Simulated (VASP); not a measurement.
# Co8Si16HCl in VASP: single point with PBE+D3(BJ)

Aim: the single point of Co8Si16HCl with PBE+D3(BJ).

All numbers are computed with VASP 6.6.1; they aren't measurements. Logs are shortened: lines on timing, memory, paths and dates and some standing lists are left out, and cuts for length are marked.

**1. The cell of the first run**

The cell holds a slab with vacuum, 26 atoms: a = 7.501 Å, b = 7.501 Å, c = 22.594 Å, α = 90.00°, β = 90.00°, γ = 120.00°.

**2. Single point, PBE+D3(BJ)**

INCAR

```
SYSTEM = Co8Si16HCl
PREC = Accurate
ENCUT = 520
EDIFF = 1E-6
ISMEAR = 0
SIGMA = 0.1
LREAL = Auto
LASPH = .True.
NELM = 80
ALGO = Normal
ISIF = 2
LWAVE = .False.
LCHARG = .False.
LDIPOL = .True.
IDIPOL = 3
DIPOL = 0.5 0.5 0.472
GGA = PE
IVDW = 12
NBANDS = 91
```

KPOINTS

```
regular mesh
0
Gamma
  3 3 1
  0 0 0
```

POSCAR

```
Co8Si16HCl
1.0
    7.5013146777      0.0000000000      0.0000000000
   -3.7506573389      6.4963290727      0.0000000000
    0.0000000000      0.0000000000     22.5935983401
Si Co Cl H
16 8 1 1
Direct
    0.5000000000      0.5000000000      0.3540825980
    0.5000000000      0.0000000000      0.3540825980
    0.0000000000      0.5000000000      0.3540825980
    0.0000000000      0.0000000000      0.3540825980
    0.6666666667      0.3333333333      0.4218539829
    0.6666666667      0.8333333333      0.4218539829
    0.1666666667      0.3333333333      0.4218539829
    0.1666666667      0.8333333333      0.4218539829
    0.8336478692      0.6667908759      0.4881822405
    0.8334740241      0.1666994262      0.4881060671
    0.3332903031      0.6667739775      0.4881880099
    0.3332292785      0.1663399206      0.4882027673
   -0.0003688739      0.4991214621      0.5562603224
   -0.0002151368      0.0005331352      0.5562077784
    0.4999964560      0.4998830245      0.5563237780
    0.5012844001      0.0006932305      0.5561199351
    0.3333333333      0.1666666667      0.3879682905
    0.3333333333      0.6666666667      0.3879682905
    0.8333333333      0.1666666667      0.3879682905
    0.8333333333      0.6666666667      0.3879682905
    0.6667098532      0.3334335637      0.5249383924
    0.6667276100      0.8331913540      0.5249911408
    0.1668427237      0.3333797419      0.5249623061
    0.1667022562      0.8332108517      0.5253491763
    0.1759174328      0.8457754678      0.6988999819
    0.1700040216      0.8364824257      0.6408296572
```

Potentials or basis: VASP PAW PBE potentials, release 64 (Si, Co, Cl, H).

Command:

```sh
> cat potpaw_PBE.64/Si/POTCAR potpaw_PBE.64/Co/POTCAR potpaw_PBE.64/Cl/POTCAR potpaw_PBE.64/H/POTCAR > POTCAR
> mpirun -np 1 vasp_std > vasp.out
```

OUTCAR:

```text
SYSTEM = Co8Si16HCl
   PREC = Accurate
   ENCUT = 520
   EDIFF = 1E-6
   ISMEAR = 0
   LREAL = Auto
   LASPH = .True.
   NELM = 80
   ISIF = 2
   GGA = PE
   IVDW = 12
 IVDW          = 12

 ion  position               nearest neighbor table
   1  0.500  0.500  0.354-  20 2.30  17 2.30  18 2.30   7 2.65   6 2.65   5 2.65
   2  0.500  0.000  0.354-  19 2.30  18 2.30  17 2.30   8 2.65   5 2.65   6 2.65
   3  0.000  0.500  0.354-  18 2.30  19 2.30  20 2.30   5 2.65   8 2.65   7 2.65
   4  0.000  0.000  0.354-  17 2.30  20 2.30  19 2.30   6 2.65   7 2.65   8 2.65
   5  0.667  0.333  0.422-  19 2.30  17 2.30  20 2.30  21 2.33  10 2.63   9 2.63  12 2.63   3 2.65
                             2 2.65   1 2.65
   6  0.667  0.833  0.422-  20 2.30  18 2.30  19 2.30  22 2.33  10 2.63  11 2.63   9 2.63   4 2.65
                             1 2.65   2 2.65
   7  0.167  0.333  0.422-  17 2.30  19 2.30  18 2.30  23 2.33  10 2.63  11 2.63  12 2.63   1 2.65
                             4 2.65   3 2.65
   8  0.167  0.833  0.422-  18 2.30  20 2.30  17 2.30  24 2.34   9 2.63  12 2.63  11 2.63   2 2.65
                             3 2.65   4 2.65
   9  0.834  0.667  0.488-  20 2.26  21 2.32  22 2.32  24 2.32   8 2.63   5 2.63   6 2.63  14 2.66
                            13 2.66  15 2.66
  10  0.833  0.167  0.488-  19 2.26  23 2.32  21 2.32  22 2.32   7 2.63   6 2.63   5 2.63  16 2.65
                            14 2.65  13 2.65
  11  0.333  0.667  0.488-  18 2.26  23 2.32  22 2.32  24 2.32   8 2.63   6 2.63   7 2.63  16 2.66
                            13 2.66  15 2.66
  12  0.333  0.166  0.488-  17 2.26  23 2.32  21 2.32  24 2.32   8 2.63   5 2.63   7 2.63  14 2.66
                            16 2.66  15 2.66
  13  1.000  0.499  0.556-  21 2.28  23 2.28  24 2.28  10 2.65  11 2.66   9 2.66
  14  1.000  0.001  0.556-  23 2.27  22 2.28  24 2.28  10 2.65  12 2.66   9 2.66
  15  0.500  0.500  0.556-  23 2.28  21 2.28  22 2.28  12 2.66  11 2.66   9 2.66
  16  0.501  0.001  0.556-  21 2.27  22 2.27  24 2.28  10 2.65  12 2.66  11 2.66
  17  0.333  0.167  0.388-  12 2.26   7 2.30   5 2.30   8 2.30   4 2.30   1 2.30   2 2.30
  18  0.333  0.667  0.388-  11 2.26   8 2.30   6 2.30   7 2.30   3 2.30   2 2.30   1 2.30
  19  0.833  0.167  0.388-  10 2.26   5 2.30   7 2.30   6 2.30   2 2.30   3 2.30   4 2.30
  20  0.833  0.667  0.388-   9 2.26   6 2.30   8 2.30   5 2.30   1 2.30   4 2.30   3 2.30
  21  0.667  0.333  0.525-  16 2.27  13 2.28  15 2.28   9 2.32  12 2.32  10 2.32   5 2.33
  22  0.667  0.833  0.525-  16 2.27  14 2.28  15 2.28   9 2.32  11 2.32  10 2.32   6 2.33
  23  0.167  0.333  0.525-  14 2.27  13 2.28  15 2.28  11 2.32  12 2.32  10 2.32   7 2.33
  24  0.167  0.833  0.525-  13 2.28  14 2.28  16 2.28  11 2.32   9 2.32  12 2.32   8 2.34
  25  0.176  0.846  0.699-  26 1.31
  26  0.170  0.836  0.641-  25 1.31

  LATTYP: Found a hexagonal cell.
 ALAT       =     7.5013146777
 C/A-ratio  =     3.0119518126

  Lattice vectors:

 A1 = (   7.5013146777,   0.0000000000,   0.0000000000)
 A2 = (  -3.7506573389,   6.4963290727,   0.0000000000)
 A3 = (   0.0000000000,   0.0000000000,  22.5935983401)

Analysis of symmetry for initial positions (statically):
=====================================================================
[... 177 lines left out ...]
   GGA     = PE    functional components
   LHFCALC =     F    Hartree Fock is set to
   AEXX    =    0.0000 exact exchange contribution
   IVDW    =    12    specifies the selected vdW correction
   LEPSILON=     F    determine dielectric tensor
   LRPA    =     F    only Hartree local field effects (RPA)
 non-spin polarized calculation
 Gauss-broadening in eV      SIGMA  =   0.10
  energy-cutoff  :      520.00
  volume of cell :     1101.01
 maximum number of plane-waves:     29682
   NGX = 27   NGY = 27   NGZ = 85

 dipolmoment           0.000000      0.000000     -0.082399 electrons x Angstroem

 number of electron     144.0000005 magnetization

 dipolmoment           0.000000      0.000000      0.254153 electrons x Angstroem

 Free energy of the ion-electron system (eV)
  ---------------------------------------------------
  ext. energy  EPLUGINS =         0.00000000
  ---------------------------------------------------
  free energy    TOTEN  =      -151.82094289 eV

  energy without entropy =     -151.77366673  energy(sigma->0) =     -151.79730481

 E-fermi :  -0.8761     XC(G=0):  -4.3993

 val. band max:       -1.0522974410   @ k =   0.3333  -0.0000   0.0000
 cond. band min:      -0.8703843400   @ k =   0.3333   0.3333   0.0000
 fundamental gap:      0.1819131010
 Fermi energy:        -0.8760502359

 k-point     1 :       0.0000    0.0000    0.0000
  band No.  band energies     occupation
      1     -16.2235      2.00000
      2     -13.4352      2.00000
      3     -11.3972      2.00000
      4     -10.5020      2.00000
      5     -10.4922      2.00000
      6     -10.4915      2.00000
[... 424 lines left out ...]
     83       1.8130      0.00000
     84       1.8293      0.00000
 [bands above 84 left out]

------------------------ aborting loop because EDIFF is reached ----------------------------------------

 vacuum level on the upper side and lower side of the slab       (xc-potential included)         0.307        -0.613

 Edisp (eV)   -7.34476

 E8    (eV) :    -3.2268

  FORCE on cell =-STRESS in cart. coord.  units (eV):
  Direction    XX          YY          ZZ          XY          YZ          ZX
  --------------------------------------------------------------------------------------
  -------------------------------------------------------------------------------------
  Total      -9.51596    -9.50875    -0.06292    -0.00849    -0.02245    -0.03428
  in kB     -13.84754   -13.83704    -0.09156    -0.01235    -0.03268    -0.04989
  external pressure =       -9.26 kB  Pullay stress =        0.00 kB

 VOLUME and BASIS-vectors are now :
 -----------------------------------------------------------------------------
  energy-cutoff  :      520.00
  volume of cell :     1101.01
      direct lattice vectors                 reciprocal lattice vectors
     7.501314678  0.000000000  0.000000000     0.133309965  0.076966544  0.000000000
    -3.750657339  6.496329073  0.000000000     0.000000000  0.153933089  0.000000000
     0.000000000  0.000000000 22.593598340     0.000000000  0.000000000  0.044260325

 POSITION                                       TOTAL-FORCE (eV/Angst)
 -----------------------------------------------------------------------------------
      1.87533      3.24816      8.00000         0.000318     -0.000424      0.305404
      3.75066      0.00000      8.00000         0.001131      0.001020      0.305497
     -1.87533      3.24816      8.00000         0.000493     -0.000646      0.305965
      0.00000      0.00000      8.00000        -0.000117      0.001005      0.305541
      3.75066      2.16544      9.53120        -0.005624      0.003317      0.366525
      1.87533      5.41361      9.53120         0.001268     -0.007227      0.370708
[... 18 lines left out ...]
     -1.85260      5.49444     15.79067        -0.001121     -0.008802     -0.136423
     -1.86211      5.43407     14.47865        -0.000142      0.009221      0.140747
 -----------------------------------------------------------------------------------
    total drift:                               -0.001106      0.000382     -0.013076

  FREE ENERGIE OF THE ION-ELECTRON SYSTEM (eV)
  ---------------------------------------------------
  free  energy   TOTEN  =      -159.1657024434 eV

  energy  without entropy=     -159.1184262796  energy(sigma->0) =     -159.14206436

 vacuum level on the upper side and lower side of the slab         4.888         3.948
```

OSZICAR:

```text
N       E                     dE             d eps       ncg     rms          rms(c)
DAV:   1     0.997762699735E+03    0.99776E+03   -0.52553E+04   910   0.128E+03
DAV:   2    -0.515315190566E+02   -0.10493E+04   -0.10002E+04  1073   0.307E+02
DAV:   3    -0.160348767409E+03   -0.10882E+03   -0.10445E+03  1108   0.121E+02
[... 30 lines left out ...]
DAV:  34    -0.151820920933E+03   -0.13741E-04   -0.58553E-07   612   0.390E-03    0.338E-03
DAV:  35    -0.151820932470E+03   -0.11536E-04   -0.60863E-07   649   0.274E-03    0.172E-03
DAV:  36    -0.151820940376E+03   -0.79064E-05   -0.45277E-07   611   0.212E-03    0.545E-04
DAV:  37    -0.151820941981E+03   -0.16044E-05   -0.14446E-07   612   0.164E-03    0.325E-04
DAV:  38    -0.151820942892E+03   -0.91134E-06   -0.59871E-08   548   0.992E-04
   1 F= -.15916570E+03 E0= -.15914206E+03  d E =-.472762E-01
```

stdout:

```text
POSCAR found type information on POSCAR SiCoClH
 POSCAR found :  4 types and      26 ions
 scaLAPACK will be used
 LDA part: xc-table for (Slater+PW92), standard interpolation
 POSCAR, INCAR and KPOINTS ok, starting setup
 FFT: planning ... GRIDC
 FFT: planning ... GRID_SOFT
 FFT: planning ... GRID
 WAVECAR not read
 entering main loop
```

Run time: 22 min. Hardware: 1 thread of Intel Xeon 6975P-C (Granite Rapids), shared host; peak memory 1.2 GiB.

What came out:

| Item | Value |
| --- | --- |
| Free energy | -159.1657 eV |
| Largest force | 0.686 eV/Å |
| Dispersion energy per atom | -0.282 eV |

Forces in eV/Å, atoms in the order of the input:
```
Si   0.000  0.000  0.305
Si   0.001  0.001  0.305
Si   0.000 -0.001  0.306
Si   0.000  0.001  0.306
Si  -0.006  0.003  0.367
Si   0.001 -0.007  0.371
Si   0.008  0.004  0.368
Si   0.001 -0.001  0.383
Si   0.000  0.001  0.019
Si  -0.002 -0.001  0.018
Si   0.001 -0.001  0.019
Si   0.000  0.002  0.017
Si   0.000 -0.001 -0.014
Si  -0.006 -0.005 -0.011
Si   0.001  0.003 -0.006
Si  -0.007 -0.010 -0.006
Co   0.000 -0.006 -0.683
Co  -0.004  0.002 -0.684
Co   0.001  0.000 -0.686
Co   0.005  0.003 -0.685
Co   0.000  0.003 -0.001
Co   0.001  0.000 -0.007
Co   0.000  0.002 -0.002
Co   0.005  0.008 -0.003
Cl  -0.001 -0.009 -0.136
H    0.000  0.009  0.141
```

Levels at points of the mesh, in eV from the Fermi level:
```csv
k point,band 69,band 70,band 71,band 72,band 73,band 74,band 75,band 76
"(0.00, 0.00, 0.00)",-0.87,-0.35,-0.34,-0.34,0.96,0.96,1.01,1.01
```

Caveat: the run has no spin polarisation, though such a crystal can be magnetic. Spin polarisation is off, so any magnetic state and its effect on volume and gap are missing.
